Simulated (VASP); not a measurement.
The system is W.

```
W
1.0
     0.00000    2.03000    2.03000
     2.03000    0.00000    2.03000
     2.03000    2.03000    0.00000
W
1
Direct
  0.00000 0.00000 0.00000
```

Base run:

```yaml
Program: VASP 6.6.1
Functional: LDA
Potentials_or_basis: VASP PAW LDA potentials, release 64 (W_sv)
Cutoff: 520 eV
k_mesh: 12 × 12 × 12
Occupations: fermi-dirac, width 0.15 eV
Spin: no spin polarisation
```

Its results: band gap on the k mesh zero (band 7 reaches 13.17 eV, above the bottom of band 8 at 9.53 eV); pressure -16.3 GPa.

The run is repeated on the same cell with these changes: k mesh from 12 × 12 × 12 to 3 × 3 × 3. What comes out?

Band gap on the k mesh zero (band 7 reaches 10.28 eV, above the bottom of band 8 at 9.54 eV); pressure -9.4 GPa.

Caveats: some runs use coarse meshes; spin-orbit coupling is left out, which moves the levels of the heavy elements.
